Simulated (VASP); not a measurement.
# Ge (P6_3/mmc) in VASP: further runs

Runs on Ge. Level: PBEsol. Tasks: single point, relaxation of shape and atoms at fixed volume.

Program: VASP 6.6.1. These are calculated values, not measurements. Logs are shortened: lines on timing, memory, paths and dates and some standing lists are left out, and cuts for length are marked.

### Step 1. The cell of the first run

Symmetry: P6_3/mmc, No. 194, hexagonal system. Conventional cell: a = 3.997 Å, b = 3.997 Å, c = 6.794 Å, α = 90.00°, β = 90.00°, γ = 120.00°. Within 3.3 Å of Ge (site symmetry 3m) lie 4 Ge at 2.47 to 2.52 Å.

This isn't the form of Ge at room conditions, which is diamond.

### Step 2. Single point, PBEsol (strain along c alone, the other axes held: +3.0 %, then relaxed in part)

Input file INCAR:

```
ALGO = Fast
EDIFF = 1E-7
ENCUT = 520
GGA = PS
ISIF = 2
ISMEAR = 0
LASPH = T
LCHARG = F
LREAL = F
LWAVE = F
NBANDS = 36
NELM = 100
PREC = Accurate
SIGMA = 0.1
```

Input file KPOINTS:

```
k-points
0
Gamma
  18 18 8
```

Input file POSCAR:

```
Ge
1.0
    3.9969678618      0.0000000000      0.0000000000
   -1.9984839309      3.4614757064      0.0000000000
    0.0000000000      0.0000000000      6.7942560993
Ge
4
Direct
    0.6666666667      0.3333333333      0.0644890613
    0.3333333333      0.6666666667      0.5644890613
    0.6666666667      0.3333333333      0.4355109387
    0.3333333333      0.6666666667      0.9355109387
```

Potentials or basis: VASP PAW PBE potentials, release 64 (Ge_d).

Launch:

```
$ cat potpaw_PBE.64/Ge_d/POTCAR > POTCAR
$ mpirun -np 1 vasp_std > vasp.out
```

OUTCAR:

```text
EDIFF = 1E-7
   ENCUT = 520
   GGA = PS
   ISIF = 2
   ISMEAR = 0
   LASPH = T
   LREAL = F
   NELM = 100
   PREC = Accurate

 ion  position               nearest neighbor table
   1  0.667  0.333  0.064-   4 2.47   4 2.47   4 2.47   3 2.52
   2  0.333  0.667  0.564-   3 2.47   3 2.47   3 2.47   4 2.52
   3  0.667  0.333  0.436-   2 2.47   2 2.47   2 2.47   1 2.52
   4  0.333  0.667  0.936-   1 2.47   1 2.47   1 2.47   2 2.52

  LATTYP: Found a hexagonal cell.
 ALAT       =     3.9969678618
 C/A-ratio  =     1.6998525718

  Lattice vectors:

 A1 = (   3.9969678618,   0.0000000000,   0.0000000000)
 A2 = (  -1.9984839309,   3.4614757064,   0.0000000000)
 A3 = (   0.0000000000,   0.0000000000,   6.7942560993)

Analysis of symmetry for initial positions (statically):
=====================================================================
 Subroutine PRICEL returns:
 Original cell was already a primitive cell.

 Routine SETGRP: Setting up the symmetry group for a
 hexagonal supercell.

 Subroutine GETGRP returns: Found 24 space group operations
 (whereof 12 operations were pure point group operations)
 out of a pool of 24 trial point group operations.

The static configuration has the point symmetry D_3d.
 The point group associated with its full space group is D_6h.

Analysis of symmetry for dynamics (positions and initial velocities):
=====================================================================
 Subroutine PRICEL returns:
 Original cell was already a primitive cell.

 Routine SETGRP: Setting up the symmetry group for a
 hexagonal supercell.

 Subroutine GETGRP returns: Found 24 space group operations
 (whereof 12 operations were pure point group operations)
 out of a pool of 24 trial point group operations.

The dynamic configuration has the point symmetry D_3d.
 The point group associated with its full space group is D_6h.

 Subroutine INISYM returns: Found 24 space group operations
 (whereof 12 operations are pure point group operations),
 and found     1 'primitive' translations

----------------------------------------------------------------------------------------

                                     Primitive cell

  volume of cell :      94.0013

  direct lattice vectors                    reciprocal lattice vectors
     3.996967862  0.000000000  0.000000000     0.250189652  0.144447063  0.000000000
    -1.998483931  3.461475706  0.000000000     0.000000000  0.288894126  0.000000000
     0.000000000  0.000000000  6.794256099     0.000000000  0.000000000  0.147183148

  length of vectors
     3.996967862  3.996967862  6.794256099     0.288894126  0.288894126  0.147183148

  position of ions in fractional coordinates (direct lattice)
     0.666666667  0.333333333  0.064489061
     0.333333333  0.666666667  0.564489061
     0.666666667  0.333333333  0.435510939
     0.333333333  0.666666667  0.935510939

  ion indices of the primitive-cell ions
   primitive index   ion index
                 1           1
                 2           2
                 3           3
                 4           4

----------------------------------------------------------------------------------------

 KPOINTS: k-points

Automatic generation of k-mesh.
 Grid dimensions read from file:
 generate k-points for:   18   18    8

 Generating k-lattice:

  Cartesian coordinates                     Fractional coordinates (reciprocal lattice)
     0.013899425  0.008024837  0.000000000     0.055555556 -0.000000000  0.000000000
     0.000000000  0.016049674  0.000000000     0.000000000  0.055555556  0.000000000
     0.000000000  0.000000000  0.018397893     0.000000000  0.000000000  0.125000000

  Length of vectors
     0.016049674  0.016049674  0.018397893

  Shift w.r.t. Gamma in fractional coordinates (k-lattice)
     0.000000000  0.000000000  0.000000000

 Subroutine IBZKPT returns following result:
 ===========================================

 Found    185 irreducible k-points:

 Following reciprocal coordinates:
            Coordinates               Weight
  0.000000  0.000000  0.000000      1.000000
  0.055556 -0.000000  0.000000      6.000000
  0.111111 -0.000000  0.000000      6.000000
  0.166667 -0.000000  0.000000      6.000000
  0.222222 -0.000000  0.000000      6.000000
  0.277778  0.000000  0.000000      6.000000
[... 16 lines left out ...]
  0.333333  0.111111  0.000000     12.000000
  0.388889  0.111111  0.000000     12.000000
 [... further k-points ...]
   k-points           NKPTS =    185   k-points in BZ     NKDIM =    185   number of bands    NBANDS=     36
   number of dos      NEDOS =    301   number of ions     NIONS =      4
   total plane-waves  NPLWV =  48600
   dimension x,y,z NGX =    30 NGY =   30 NGZ =   54
   dimension x,y,z NGXF=    60 NGYF=   60 NGZF=  108
   ions per type =               4
   NGX,Y,Z   is equivalent  to a cutoff of  12.48, 12.48, 13.21 a.u.
   NGXF,Y,Z  is equivalent  to a cutoff of  24.96, 24.96, 26.43 a.u.
[... 23 lines left out ...]
   EMIN   =  10.00;   EMAX   =-10.00  energy-range for DOS
   EFERMI =   0.00;   METHOD = LEGACY
   ISMEAR =     0;   SIGMA  =   0.10  broadening in eV -4-tet -1-fermi 0-gaus
   EFERMI_NEDOS =   21; number of points for ismear=-14 and -15
   IALGO  =     68    algorithm
   IMIX   =      4    mixing-type and parameters
     AMIX     =   0.40;   BMIX     =  1.00
     AMIX_MAG =   1.60;   BMIX_MAG =  1.00
  volume/ion in A,a.u.               =      23.50       158.59
  Fermi-wavevector in a.u.,A,eV,Ry     =   1.377504  2.603105 25.817292  1.897517
  Thomas-Fermi vector in A             =   2.502651
   LORBIT       =      0    0 simple, 1 ext, 2 COOP (PROOUT), +10 PAW based schemes
   GGA     = PS    functional components
   LHFCALC =     F    Hartree Fock is set to
   AEXX    =    0.0000 exact exchange contribution
   IVDW    =     0    specifies the selected vdW correction
   LEPSILON=     F    determine dielectric tensor
   LRPA    =     F    only Hartree local field effects (RPA)
 non-spin polarized calculation
 RMM-DIIS sequential band-by-band and
 Gauss-broadening in eV      SIGMA  =   0.10
  energy-cutoff  :      520.00
  volume of cell :       94.00
 maximum number of plane-waves:      2575
 NGX is ok and might be reduce to    30
   NGX = 15   NGY = 15   NGZ = 25

 number of electron      56.0000037 magnetization

 Free energy of the ion-electron system (eV)
  ---------------------------------------------------
  ext. energy  EPLUGINS =         0.00000000
  ---------------------------------------------------
  free energy    TOTEN  =       -19.64616256 eV

  energy without entropy =      -19.64524032  energy(sigma->0) =      -19.64570144

 E-fermi :   4.6363     XC(G=0):  -9.9508

 val. band max:        4.6357128260   @ k =   0.0000   0.0000   0.1250
 cond. band min:       4.6457074093   @ k =   0.5000   0.0000   0.3750
 fundamental gap:      0.0099945832
 Fermi energy:         4.6362693333

 k-point     1 :       0.0000    0.0000    0.0000
  band No.  band energies     occupation
      1     -20.2537      2.00000
      2     -20.2537      2.00000
      3     -20.2199      2.00000
      4     -20.2199      2.00000
      5     -20.1990      2.00000
      6     -20.1979      2.00000
[... 28 lines left out ...]
     35       9.0586      0.00000
     36      10.5171      0.00000

 k-point     2 :       0.0556   -0.0000    0.0000
  band No.  band energies     occupation
      1     -20.2552      2.00000
      2     -20.2541      2.00000
      3     -20.2208      2.00000
      4     -20.2197      2.00000
      5     -20.2017      2.00000
      6     -20.1964      2.00000
[... 28 lines left out ...]
     35       9.1985      0.00000
     36      10.7405      0.00000

 k-point     3 :       0.1111   -0.0000    0.0000
  band No.  band energies     occupation
      1     -20.2587      2.00000
      2     -20.2553      2.00000
      3     -20.2231      2.00000
      4     -20.2189      2.00000
      5     -20.2081      2.00000
      6     -20.1903      2.00000
[... 28 lines left out ...]
     35       9.5873      0.00000
     36      10.8457      0.00000
[... 742 lines left out ...]
 k-point    23 :       0.3333    0.1111    0.0000
  band No.  band energies     occupation
      1     -20.2640      2.00000
      2     -20.2606      2.00000
      3     -20.2403      2.00000
      4     -20.2392      2.00000
      5     -20.1868      2.00000
      6     -20.1629      2.00000
[... 28 lines left out ...]
     35      11.3322      0.00000
     36      11.7978      0.00000

 k-point    24 :       0.3889    0.1111    0.0000
  band No.  band energies     occupation
      1     -20.2637      2.00000
      2     -20.2582      2.00000
      3     -20.2442      2.00000
      4     -20.2413      2.00000
      5     -20.1794      2.00000
      6     -20.1595      2.00000
[... 28 lines left out ...]
     35      11.5564      0.00000
     36      12.3727      0.00000

 [... further k-points ...]

------------------------ aborting loop because EDIFF is reached ----------------------------------------

  FORCE on cell =-STRESS in cart. coord.  units (eV):
  Direction    XX          YY          ZZ          XY          YZ          ZX
  --------------------------------------------------------------------------------------
  -------------------------------------------------------------------------------------
  Total       -0.4004372     -0.4004372     -2.5844751      0.0000000      0.0000000     -0.0000000
  in kB       -6.8251325     -6.8251325    -44.0503203      0.0000000      0.0000000     -0.0000000
  external PRESSURE =     -19.2335285 kB  Pullay stress =       0.0000000 kB

 VOLUME and BASIS-vectors are now :
 -----------------------------------------------------------------------------
  energy-cutoff  :      520.00
  volume of cell :       94.00
      direct lattice vectors                 reciprocal lattice vectors
     3.996967862  0.000000000  0.000000000     0.250189652  0.144447063  0.000000000
    -1.998483931  3.461475706  0.000000000     0.000000000  0.288894126  0.000000000
     0.000000000  0.000000000  6.794256099     0.000000000  0.000000000  0.147183148

 POSITION                                       TOTAL-FORCE (eV/Angst)
 -----------------------------------------------------------------------------------
      1.99848      1.15383      0.43816        -0.000000     -0.000000     -0.004047
     -0.00000      2.30765      3.83528         0.000000      0.000000     -0.004047
      1.99848      1.15383      2.95897        -0.000000     -0.000000      0.004047
     -0.00000      2.30765      6.35610        -0.000000     -0.000000      0.004047
 -----------------------------------------------------------------------------------
    total drift:                               -0.000000      0.000000     -0.000000

  FREE ENERGIE OF THE ION-ELECTRON SYSTEM (eV)
  ---------------------------------------------------
  free  energy   TOTEN  =       -19.6461625602 eV

  energy  without entropy=      -19.6452403198  energy(sigma->0) =      -19.64570144
```

Wall time 8.5 min (1 thread of Oxide Virtual Turin-like, shared host); peak memory 0.49 GiB.

Results:

| Item | Value |
| --- | --- |
| Free energy | -19.6462 eV |
| Pressure | -1.9 GPa |
| Largest force | 0.004 eV/Å |
| Band gap on the k mesh | zero (bands 28 and 29 overlap by 0.02 eV) |

Forces on the atoms (eV/Å):
```
Ge   0.000  0.000 -0.004
Ge   0.000  0.000 -0.004
Ge   0.000  0.000  0.004
Ge   0.000  0.000  0.004
```

Stress tensor (GPa, compression positive):
```
-0.68  0.00  0.00
 0.00 -0.68  0.00
 0.00  0.00 -4.41
```

Caveat: the cell differs from its parent crystal (strain along c alone, the other axes held: +3.0 %, then relaxed in part); semilocal functionals underestimate gaps, and a narrow one can read as zero; the PAW data sets were made with another functional, which shifts forces and pressure a little.

### Step 3. Single point, PBEsol (strain along c alone, the other axes held: +4.5 %, then relaxed in part)

Input file INCAR:

```
SYSTEM = Ge
ALGO = Fast ; EDIFF = 1E-7
ENCUT = 520 ; GGA = PS
ISIF = 2 ; ISMEAR = 0
LASPH = .True. ; LCHARG = .False.
LREAL = .False. ; LWAVE = .False.
NBANDS = 36 ; NELM = 80
PREC = Accurate ; SIGMA = 0.1
```

Input file KPOINTS:

```
k-points
0
Gamma
  18 18 8
  0 0 0
```

Input file POSCAR:

```
Ge
1.0
    3.9969678618      0.0000000000      0.0000000000
   -1.9984839309      3.4614757064      0.0000000000
    0.0000000000      0.0000000000      6.8932015765
Ge
4
Direct
    0.6666666667      0.3333333333      0.0651118519
    0.3333333333      0.6666666667      0.5651118519
    0.6666666667      0.3333333333      0.4348881481
    0.3333333333      0.6666666667      0.9348881481
```

Potentials or basis: VASP PAW PBE potentials, release 64 (Ge_d).

Launch:

```
$ cat potpaw_PBE.64/Ge_d/POTCAR > POTCAR
$ mpirun -np 1 vasp_std > vasp.out
```

It took 7.2 min on 1 thread of Oxide Virtual Turin-like, shared host; peak memory 0.5 GiB.

It converged, with:

```yaml
Free_energy: -19.6005 eV
Pressure: -2.7 GPa
Largest_force: 0.005 eV/Å
Band_gap_on_the_k_mesh: zero (bands 28 and 29 overlap by 0.16 eV)
```

Forces on the atoms (eV/Å):
```
Ge   0.000  0.000 -0.005
Ge   0.000  0.000 -0.005
Ge   0.000  0.000  0.005
Ge   0.000  0.000  0.005
```

Stress tensor (GPa, compression positive):
```
-0.95  0.00  0.00
 0.00 -0.95  0.00
 0.00  0.00 -6.31
```

Levels at points of the mesh, in eV from the Fermi level:
```tsv
k point	band 26	band 27	band 28	band 29	band 30	band 31
(0.00, 0.00, 0.00)	-0.67	-0.42	0.13	0.13	0.16	2.38
(0.50, 0.00, 0.00)	-2.83	-2.76	-1.44	0.66	1.25	3.20
(0.00, 0.00, 0.50)	-0.69	-0.69	-0.69	0.79	0.79	3.38
(0.50, 0.00, 0.50)	-2.68	-2.26	-2.26	0.27	0.27	2.02
```

Caveat: the cell differs from its parent crystal (strain along c alone, the other axes held: +4.5 %, then relaxed in part); the stress differs along the axes, from -6 to -1 GPa; semilocal functionals underestimate gaps, and a narrow one can read as zero; the PAW data sets were made with another functional, which shifts forces and pressure a little.

### Step 4. Relaxation of shape and atoms at fixed volume, PBEsol (20.76 Å³/atom)

This run uses another cell than the first one, of 20.76 Å³/atom.

Input file INCAR:

```
  PREC = Accurate
  ENCUT = 600
  EDIFF = 1E-6
  ISMEAR = 0
  SIGMA = 0.1
  LREAL = False
  LASPH = True
  NELM = 80
  ALGO = Fast
  ISIF = 4
  LWAVE = False
  LCHARG = False
  GGA = PS
  IBRION = 2
  NSW = 50
  EDIFFG = -0.01
```

Input file KPOINTS:

```
Automatic mesh
0
Gamma
  12 12 6
```

Input file POSCAR:

```
Ge
1.0
    3.8714710323      0.0000000000      0.0000000000
   -1.9357355161      3.3527922640      0.0000000000
    0.0000000000      0.0000000000      6.3981639552
Ge
4
Direct
    0.6666666667      0.3333333333      0.0631401852
    0.3333333333      0.6666666667      0.5631401852
    0.6666666667      0.3333333333      0.4368598148
    0.3333333333      0.6666666667      0.9368598148
```

Launch:

```
$ cat potpaw_PBE.64/Ge_d/POTCAR > POTCAR
$ mpirun -np 1 vasp_std > vasp.out
```

It took 6 min on 1 thread of Oxide Virtual Turin-like, shared host; peak memory 0.32 GiB.

It converged, with:

| Item | Value |
| --- | --- |
| Free energy | -19.5011 eV |
| Energy gained by relaxing | 0.0 meV/atom |
| Ionic steps | 2 |
| Pressure after relaxing | 7.9 GPa |
| Largest force after relaxing | 0.006 eV/Å |
| Band gap on the k mesh | zero (filled and empty bands touch) |

Forces on the atoms (eV/Å):
```
Ge   0.000  0.000 -0.006
Ge   0.000  0.000 -0.006
Ge   0.000  0.000  0.006
Ge   0.000  0.000  0.006
```

Stress tensor (GPa, compression positive):
```
7.86 0.00 0.00
0.00 7.86 0.00
0.00 0.00 7.94
```

Final structure:
```
Ge
1.0
     3.87152    0.00000    0.00000
    -1.93576    3.35284    0.00000
     0.00000    0.00000    6.39799
Ge
4
Direct
  0.66667 0.33333 0.06322
  0.33333 0.66667 0.56322
  0.66667 0.33333 0.43678
  0.33333 0.66667 0.93678
```

Levels at points of the mesh, in eV from the Fermi level:
```
           k point  band 24  band 25  band 26  band 27  band 28  band 29  band 30  band 31  band 32  band 33
(0.00, 0.00, 0.00)    -1.78    -1.78    -0.35     0.00     0.01     0.01     0.71     2.09     2.09     2.69
(0.50, 0.00, 0.00)    -7.17    -5.27    -3.56    -3.37    -1.74     0.21     1.75     3.32     3.56     4.40
(0.00, 0.00, 0.50)    -5.16    -1.09    -1.09    -1.09    -1.09     0.83     0.83     3.28     3.28     3.28
(0.50, 0.00, 0.50)    -8.44    -2.96    -2.96    -2.83    -2.83     0.38     0.38     1.82     1.83     6.23
```

Caveat: semilocal functionals underestimate gaps, and a narrow one can read as zero; the PAW data sets were made with another functional, which shifts forces and pressure a little.

### Step 5. Relaxation of shape and atoms at fixed volume, PBEsol (21.45 Å³/atom)

This run uses another cell than the first one, of 21.45 Å³/atom.

Input file INCAR:

```
  ALGO = Fast
  EDIFF = 1E-6
  EDIFFG = -0.01
  ENCUT = 600
  GGA = PS
  IBRION = 2
  ISIF = 4
  ISMEAR = 0
  LASPH = T
  LCHARG = F
  LREAL = F
  LWAVE = F
  NELM = 60
  NSW = 50
  PREC = Accurate
  SIGMA = 0.1
```

Input file KPOINTS:

```
k-points
0
Gamma
  12 12 6
```

Input file POSCAR:

```
Ge
1.0
    3.9153741977      0.0000000000      0.0000000000
   -1.9576870988      3.3908135205      0.0000000000
    0.0000000000      0.0000000000      6.4617076517
Ge
4
Direct
    0.6666666667      0.3333333333      0.0629118564
    0.3333333333      0.6666666667      0.5629118564
    0.6666666667      0.3333333333      0.4370881436
    0.3333333333      0.6666666667      0.9370881436
```

Launch:

```
$ cat potpaw_PBE.64/Ge_d/POTCAR > POTCAR
$ mpirun -np 1 vasp_std > vasp.out
```

It took 6.8 min on 1 thread of Oxide Virtual Turin-like, shared host; peak memory 0.32 GiB.

Results (log left out):

- Free energy: -19.6088 eV
- Energy gained by relaxing: 0.0 meV/atom
- Ionic steps: 2
- Pressure after relaxing: 4.8 GPa
- Largest force after relaxing: 0.004 eV/Å
- Band gap on the k mesh: zero (bands 28 and 29 overlap by 0.01 eV)

Forces on the atoms (eV/Å):
```
Ge   0.000  0.000 -0.004
Ge   0.000  0.000 -0.004
Ge   0.000  0.000  0.004
Ge   0.000  0.000  0.004
```

Stress tensor (GPa, compression positive):
```
4.73 0.00 0.00
0.00 4.73 0.00
0.00 0.00 4.84
```

Final structure:
```xyz
4
Lattice="3.9151 0.0000 0.0000 -1.9576 3.3906 0.0000 0.0000 0.0000 6.4625" Properties=species:S:1:pos:R:3 pbc="T T T"
Ge    1.9576    1.1302    0.4074
Ge    0.0000    2.2604    3.6386
Ge    1.9576    1.1302    2.8239
Ge    0.0000    2.2604    6.0551
```

Levels at points of the mesh, in eV from the Fermi level:
```
           k point  band 25  band 26  band 27  band 28  band 29  band 30  band 31  band 32
(0.00, 0.00, 0.00)    -1.69    -0.28    -0.07     0.04     0.04     0.45     2.13     2.13
(0.50, 0.00, 0.00)    -5.04    -3.40    -3.19    -1.64     0.29     1.70     3.38     3.60
(0.00, 0.00, 0.50)    -1.02    -1.02    -1.02    -1.02     0.75     0.75     3.30     3.30
(0.50, 0.00, 0.50)    -2.82    -2.82    -2.70    -2.70     0.41     0.41     1.90     1.90
```

Caveat: semilocal functionals underestimate gaps, and a narrow one can read as zero; the PAW data sets were made with another functional, which shifts forces and pressure a little.

### Step 6. The runs side by side

| task | cell | k mesh | cutoff (eV) | gap on the mesh (eV) | pressure (GPa) |
| --- | --- | --- | --- | --- | --- |
| single point | a = 3.997, b = 3.997, c = 6.794 Å, angles 90.0, 90.0, 120.0°, 4 atoms, atomic positions A | 18 × 18 × 8 | 520 | none | -1.9 |
| single point | a = 3.997, b = 3.997, c = 6.893 Å, angles 90.0, 90.0, 120.0°, 4 atoms, atomic positions B | 18 × 18 × 8 | 520 | none | -2.7 |
| relaxation of shape and atoms at fixed volume | relaxed from a = 3.871, b = 3.871, c = 6.398 Å, angles 90.0, 90.0, 120.0°, 4 atoms, atomic positions C | 12 × 12 × 6 | 600 | none | 7.9 |
| relaxation of shape and atoms at fixed volume | relaxed from a = 3.915, b = 3.915, c = 6.462 Å, angles 90.0, 90.0, 120.0°, 4 atoms, atomic positions D | 12 × 12 × 6 | 600 | none | 4.8 |

Alike in all rows: level PBEsol; potentials or basis VASP PAW PBE potentials, release 64 (Ge_d); no spin polarisation; smearing gaussian 0.1 eV.

Caveats: semilocal functionals underestimate gaps, and a narrow one can read as zero; the PAW data sets were made with another functional, which shifts forces and pressure a little; the stress differs along the axes, from -6 to -1 GPa (at least some runs).

Total energies depend on the potentials used, so only differences within one code and one set of settings carry meaning.

The gap in the log of VASP goes by the Fermi energy; the results here count the filled bands.